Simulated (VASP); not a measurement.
# SnO (P4/nmm) in VASP: a series of runs

SnO is run at these levels: LDA; tasks: single point.

All numbers are computed with VASP 6.6.1; they aren't measurements. Logs are shortened: lines on timing, memory, paths and dates and some standing lists are left out, and cuts for length are marked.

### Step 1. The cell of the first run

Symmetry: P4/nmm, No. 129, tetragonal system. Conventional cell: a = 3.762 Å, b = 3.762 Å, c = 4.821 Å, α = 90.00°, β = 90.00°, γ = 90.00°. Sn (site symmetry 4mm) has 4 O at 2.20 Å within 2.9 Å. O (site symmetry -4m2) has 4 Sn at 2.20 Å and 4 O at 2.66 Å within 2.9 Å.

### Step 2. Single point, LDA (17.06 Å³/atom)

Contents of INCAR:

```
SYSTEM = SnO
PREC = Accurate
ENCUT = 600
EDIFF = 1E-6
ISMEAR = -1
SIGMA = 0.05
LREAL = .False.
LASPH = .True.
NELM = 120
ALGO = Normal
ISIF = 2
LWAVE = .False.
LCHARG = .False.
NBANDS = 28
GGA_COMPAT = .False.
```

Contents of KPOINTS:

```
regular mesh
0
Gamma
  7 7 6
  0 0 0
```

Contents of POSCAR:

```
SnO
1.0
    3.7621524798      0.0000000000      0.0000000000
    0.0000000000      3.7621524798      0.0000000000
    0.0000000000      0.0000000000      4.8208658347
Sn O
2 2
Direct
    0.5000000000      0.0000000000      0.7646261400
    0.0000000000      0.5000000000      0.2353738600
    0.0000000000      0.0000000000      0.0000000000
    0.5000000000      0.5000000000      0.0000000000
```

Potentials or basis: VASP PAW LDA potentials, release 64 (Sn_d, O).

Run with:

```bash
> cat potpaw_LDA.64/Sn_d/POTCAR potpaw_LDA.64/O/POTCAR > POTCAR
> mpirun -np 1 vasp_std > vasp.out
```

OUTCAR:

```text
SYSTEM = SnO
   PREC = Accurate
   ENCUT = 600
   EDIFF = 1E-6
   ISMEAR = -1
   LREAL = .False.
   LASPH = .True.
   NELM = 120
   ISIF = 2

 ion  position               nearest neighbor table
   1  0.500  0.000  0.765-   3 2.20   4 2.20   4 2.20   3 2.20   2 3.50   2 3.50   2 3.50   2 3.50
                             2 3.69   2 3.69   2 3.69   2 3.69
   2  0.000  0.500  0.235-   3 2.20   4 2.20   3 2.20   4 2.20   1 3.50   1 3.50   1 3.50   1 3.50
                             1 3.69   1 3.69   1 3.69   1 3.69
   3  0.000  0.000  0.000-   1 2.20   2 2.20   2 2.20   1 2.20
   4  0.500  0.500  0.000-   1 2.20   2 2.20   1 2.20   2 2.20

  LATTYP: Found a simple tetragonal cell.
 ALAT       =     3.7621524798
 C/A-ratio  =     1.2814116016

  Lattice vectors:

 A1 = (   3.7621524798,   0.0000000000,   0.0000000000)
 A2 = (   0.0000000000,   3.7621524798,   0.0000000000)
 A3 = (   0.0000000000,   0.0000000000,   4.8208658347)

Analysis of symmetry for initial positions (statically):
=====================================================================
 Subroutine PRICEL returns:
 Original cell was already a primitive cell.

 Routine SETGRP: Setting up the symmetry group for a
 simple tetragonal supercell.

 Subroutine GETGRP returns: Found 16 space group operations
 (whereof  8 operations were pure point group operations)
 out of a pool of 16 trial point group operations.

The static configuration has the point symmetry D_2d.
 The point group associated with its full space group is D_4h.

Analysis of symmetry for dynamics (positions and initial velocities):
=====================================================================
 Subroutine PRICEL returns:
 Original cell was already a primitive cell.

 Routine SETGRP: Setting up the symmetry group for a
 simple tetragonal supercell.

 Subroutine GETGRP returns: Found 16 space group operations
 (whereof  8 operations were pure point group operations)
 out of a pool of 16 trial point group operations.

The dynamic configuration has the point symmetry D_2d.
 The point group associated with its full space group is D_4h.

 Subroutine INISYM returns: Found 16 space group operations
 (whereof  8 operations are pure point group operations),
 and found     1 'primitive' translations

----------------------------------------------------------------------------------------

                                     Primitive cell

  volume of cell :      68.2335

  direct lattice vectors                    reciprocal lattice vectors
     3.762152480  0.000000000  0.000000000     0.265805282  0.000000000  0.000000000
     0.000000000  3.762152480  0.000000000     0.000000000  0.265805282  0.000000000
     0.000000000  0.000000000  4.820865835     0.000000000  0.000000000  0.207431618

  length of vectors
     3.762152480  3.762152480  4.820865835     0.265805282  0.265805282  0.207431618

  position of ions in fractional coordinates (direct lattice)
     0.500000000  0.000000000  0.764626140
     0.000000000  0.500000000  0.235373860
     0.000000000  0.000000000  0.000000000
     0.500000000  0.500000000  0.000000000

  ion indices of the primitive-cell ions
   primitive index   ion index
                 1           1
                 2           2
                 3           3
                 4           4

----------------------------------------------------------------------------------------

 KPOINTS: regular mesh

Automatic generation of k-mesh.
 Grid dimensions read from file:
 generate k-points for:    7    7    6

 Generating k-lattice:

  Cartesian coordinates                     Fractional coordinates (reciprocal lattice)
     0.037972183  0.000000000  0.000000000     0.142857143  0.000000000  0.000000000
     0.000000000  0.037972183  0.000000000     0.000000000  0.142857143  0.000000000
     0.000000000  0.000000000  0.034571936     0.000000000  0.000000000  0.166666667

  Length of vectors
     0.037972183  0.037972183  0.034571936

  Shift w.r.t. Gamma in fractional coordinates (k-lattice)
     0.000000000  0.000000000  0.000000000

 Subroutine IBZKPT returns following result:
 ===========================================

 Found     40 irreducible k-points:

 Following reciprocal coordinates:
            Coordinates               Weight
  0.000000  0.000000  0.000000      1.000000
  0.142857  0.000000  0.000000      4.000000
  0.285714  0.000000  0.000000      4.000000
  0.428571  0.000000  0.000000      4.000000
  0.142857  0.142857  0.000000      4.000000
  0.285714  0.142857  0.000000      8.000000
[... 16 lines left out ...]
  0.285714  0.000000  0.333333      8.000000
  0.428571  0.000000  0.333333      8.000000
 [... further k-points ...]
   k-points           NKPTS =     40   k-points in BZ     NKDIM =     40   number of bands    NBANDS=     28
   number of dos      NEDOS =    301   number of ions     NIONS =      4
   total plane-waves  NPLWV =  36000
   dimension x,y,z NGX =    30 NGY =   30 NGZ =   40
   dimension x,y,z NGXF=    60 NGYF=   60 NGZF=   80
   ions per type =               2   2
   NGX,Y,Z   is equivalent  to a cutoff of  13.26, 13.26, 13.79 a.u.
   NGXF,Y,Z  is equivalent  to a cutoff of  26.51, 26.51, 27.59 a.u.
 SYSTEM =  SnO
   PREC   = accura    normal or accurate (medium, high low for compatibility)
   ISTART =      0    job   : 0-new  1-cont  2-samecut
   ICHARG =      2    charge: 1-file 2-atom 10-const
   ISPIN  =      1    spin polarized calculation?
   LNONCOLLINEAR =      F non collinear calculations
   LSORBIT =      F    spin-orbit coupling
   LASPH  =      T    aspherical Exc in radial PAW
   ENCUT  =  600.0 eV  44.10 Ry    6.64 a.u.   7.51  7.51  9.63*2*pi/ulx,y,z
   NELM   =    120;   NELMIN=  2; NELMDL= -5     # of ELM steps
   EDIFF  = 0.1E-05   stopping-criterion for ELM
   LREAL  =      F    real-space projection
   EDIFFG = 0.1E-04   stopping-criterion for IOM
   NSW    =      0    number of steps for IOM
   IBRION =     -1    ionic relax: 0-MD 1-quasi-New 2-CG
   NFREE  =      0    steps in history (QN), initial steepest desc. (CG)
   ISIF   =      2    stress and relaxation
   ISYM   =      2    0-nonsym 1-usesym 2-fastsym
   POTIM  = 0.5000    time-step for ionic-motion
   TEBEG  =    0.0;   TEEND  =   0.0 temperature during run
   PSTRESS=    0.0 pullay stress
   NELECT =      40.0000    total number of electrons
   NUPDOWN=      -1.0000    fix difference up-down
   EMIN   =  10.00;   EMAX   =-10.00  energy-range for DOS
   EFERMI =   0.00;   METHOD = LEGACY
   ISMEAR =    -1;   SIGMA  =   0.05  broadening in eV -4-tet -1-fermi 0-gaus
   EFERMI_NEDOS =   21; number of points for ismear=-14 and -15
   IALGO  =     38    algorithm
   IMIX   =      4    mixing-type and parameters
     AMIX     =   0.40;   BMIX     =  1.00
     AMIX_MAG =   1.60;   BMIX_MAG =  1.00
  volume/ion in A,a.u.               =      17.06       115.12
  Fermi-wavevector in a.u.,A,eV,Ry     =   1.370131  2.589173 25.541673  1.877260
  Thomas-Fermi vector in A             =   2.495945
   LORBIT       =      0    0 simple, 1 ext, 2 COOP (PROOUT), +10 PAW based schemes
   GGA     = CA    functional components
   LHFCALC =     F    Hartree Fock is set to
   AEXX    =    0.0000 exact exchange contribution
   IVDW    =     0    specifies the selected vdW correction
   LEPSILON=     F    determine dielectric tensor
   LRPA    =     F    only Hartree local field effects (RPA)
 non-spin polarized calculation
  energy-cutoff  :      600.00
  volume of cell :       68.23
 maximum number of plane-waves:      2323
 NGX is ok and might be reduce to    30
   NGX = 15   NGY = 15   NGZ = 19

 number of electron      40.0000012 magnetization

 Free energy of the ion-electron system (eV)
  ---------------------------------------------------
  ext. energy  EPLUGINS =         0.00000000
  ---------------------------------------------------
  free energy    TOTEN  =       -25.71671500 eV

  energy without entropy =      -25.71606618  energy(sigma->0) =      -25.71639059

 E-fermi :   7.4090     XC(G=0): -10.7875

 val. band max:        7.2447227450   @ k =   0.0000   0.0000   0.0000
 cond. band min:       7.5508921431   @ k =   0.4286   0.4286   0.0000
 fundamental gap:      0.3061693981
 Fermi energy:         7.4090479143

 k-point     1 :       0.0000    0.0000    0.0000
  band No.  band energies     occupation
      1     -14.7880      2.00000
      2     -14.2855      2.00000
      3     -14.2855      2.00000
      4     -14.2795      2.00000
      5     -14.2192      2.00000
      6     -14.2164      2.00000
[... 20 lines left out ...]
     27      14.0772      0.00000
     28      14.4420      0.00000

 k-point     2 :       0.1429    0.0000    0.0000
  band No.  band energies     occupation
      1     -14.7769      2.00000
      2     -14.2946      2.00000
      3     -14.2802      2.00000
      4     -14.2800      2.00000
      5     -14.2455      2.00000
      6     -14.2196      2.00000
[... 20 lines left out ...]
     27      14.3177      0.00000
     28      15.9958      0.00000

 k-point     3 :       0.2857    0.0000    0.0000
  band No.  band energies     occupation
      1     -14.7462      2.00000
      2     -14.4576      2.00000
      3     -14.2656      2.00000
      4     -14.2649      2.00000
      5     -14.2379      2.00000
      6     -14.2272      2.00000
[... 20 lines left out ...]
     27      14.7091      0.00000
     28      18.2483      0.00000

 k-point     4 :       0.4286    0.0000    0.0000
  band No.  band energies     occupation
      1     -14.6924      2.00000
      2     -14.6001      2.00000
      3     -14.2490      2.00000
      4     -14.2456      2.00000
      5     -14.2365      2.00000
      6     -14.2331      2.00000
[... 20 lines left out ...]
     27      15.3297      0.00000
     28      16.4860      0.00000

 k-point     5 :       0.1429    0.1429    0.0000
  band No.  band energies     occupation
      1     -14.7682      2.00000
      2     -14.3511      2.00000
      3     -14.2871      2.00000
      4     -14.2655      2.00000
      5     -14.2614      2.00000
      6     -14.2169      2.00000
[... 20 lines left out ...]
     27      15.4968      0.00000
     28      16.4866      0.00000

 k-point     6 :       0.2857    0.1429    0.0000
  band No.  band energies     occupation
      1     -14.7444      2.00000
      2     -14.4973      2.00000
      3     -14.2773      2.00000
      4     -14.2472      2.00000
      5     -14.2417      2.00000
      6     -14.2219      2.00000
[... 463 lines left out ...]
      5     -14.2065      2.00000
      6     -14.2050      2.00000
[... 20 lines left out ...]
     27      14.9785      0.00000
     28      15.1436      0.00000

 k-point    22 :       0.1429    0.0000    0.3333
  band No.  band energies     occupation
      1     -14.7669      2.00000
      2     -14.3187      2.00000
      3     -14.2663      2.00000
      4     -14.2640      2.00000
      5     -14.2512      2.00000
      6     -14.2148      2.00000
[... 20 lines left out ...]
     27      14.9783      0.00000
     28      16.1584      0.00000

 k-point    23 :       0.2857    0.0000    0.3333
  band No.  band energies     occupation
      1     -14.7441      2.00000
      2     -14.4814      2.00000
      3     -14.2724      2.00000
      4     -14.2472      2.00000
      5     -14.2426      2.00000
      6     -14.2387      2.00000
[... 20 lines left out ...]
     27      15.4782      0.00000
     28      17.6318      0.00000

 k-point    24 :       0.4286    0.0000    0.3333
  band No.  band energies     occupation
      1     -14.7005      2.00000
      2     -14.6175      2.00000
      3     -14.2722      2.00000
      4     -14.2606      2.00000
      5     -14.2363      2.00000
      6     -14.2312      2.00000
[... 20 lines left out ...]
     27      16.0639      0.00000
     28      16.9133      0.00000

 [... further k-points ...]

------------------------ aborting loop because EDIFF is reached ----------------------------------------

  FORCE on cell =-STRESS in cart. coord.  units (eV):
  Direction    XX          YY          ZZ          XY          YZ          ZX
  --------------------------------------------------------------------------------------
  -------------------------------------------------------------------------------------
  Total        0.4717471      0.4717471      0.2491466      0.0000000      0.0000000      0.0000000
  in kB       11.0769964     11.0769964      5.8501588      0.0000000      0.0000000      0.0000000
  external PRESSURE =       9.3347172 kB  Pullay stress =       0.0000000 kB

 VOLUME and BASIS-vectors are now :
 -----------------------------------------------------------------------------
  energy-cutoff  :      600.00
  volume of cell :       68.23
      direct lattice vectors                 reciprocal lattice vectors
     3.762152480  0.000000000  0.000000000     0.265805282  0.000000000  0.000000000
     0.000000000  3.762152480  0.000000000     0.000000000  0.265805282  0.000000000
     0.000000000  0.000000000  4.820865835     0.000000000  0.000000000  0.207431618

 POSITION                                       TOTAL-FORCE (eV/Angst)
 -----------------------------------------------------------------------------------
      1.88108      0.00000      3.68616        -0.000000      0.000000     -0.458290
      0.00000      1.88108      1.13471         0.000000      0.000000      0.458290
      0.00000      0.00000      0.00000        -0.000000     -0.000000      0.000000
      1.88108      1.88108      0.00000         0.000000      0.000000      0.000000
 -----------------------------------------------------------------------------------
    total drift:                                0.000000      0.000000      0.000000

  FREE ENERGIE OF THE ION-ELECTRON SYSTEM (eV)
  ---------------------------------------------------
  free  energy   TOTEN  =       -25.7167149974 eV

  energy  without entropy=      -25.7160661799  energy(sigma->0) =      -25.71639059
```

Run time: 91 s. Hardware: 1 thread of Intel Xeon Platinum 8488C (Sapphire Rapids), shared host; peak memory 0.2 GiB.

Results:

```yaml
Free_energy: -25.7167 eV
Pressure: 0.9 GPa
Largest_force: 0.458 eV/Å
Band_gap_on_the_k_mesh: 0.31 eV (least direct gap 1.95 eV)
```

Forces on the atoms (eV/Å):
```
Sn   0.000  0.000 -0.458
Sn   0.000  0.000  0.458
O    0.000  0.000  0.000
O    0.000  0.000  0.000
```

Stress tensor (GPa, compression positive):
```
1.11 0.00 0.00
0.00 1.11 0.00
0.00 0.00 0.59
```

Levels at points of the mesh, in eV from the valence-band top:
```csv
k point,band 16,band 17,band 18,band 19,band 20,band 21,band 22,band 23,band 24,band 25
"(0.00, 0.00, 0.00)",-6.65,-3.69,-3.40,-3.40,0.00,2.11,4.10,4.79,4.79,5.61
"(0.00, 0.00, 0.50)",-3.76,-3.42,-3.42,-3.07,-2.34,1.48,2.95,2.95,3.72,7.78
```

Caveat: spin-orbit coupling is left out, which moves the levels of the heavy elements; an odd mesh through Γ misses points on the zone boundary, where band edges can lie.

(Continued in part 2 of 2.)
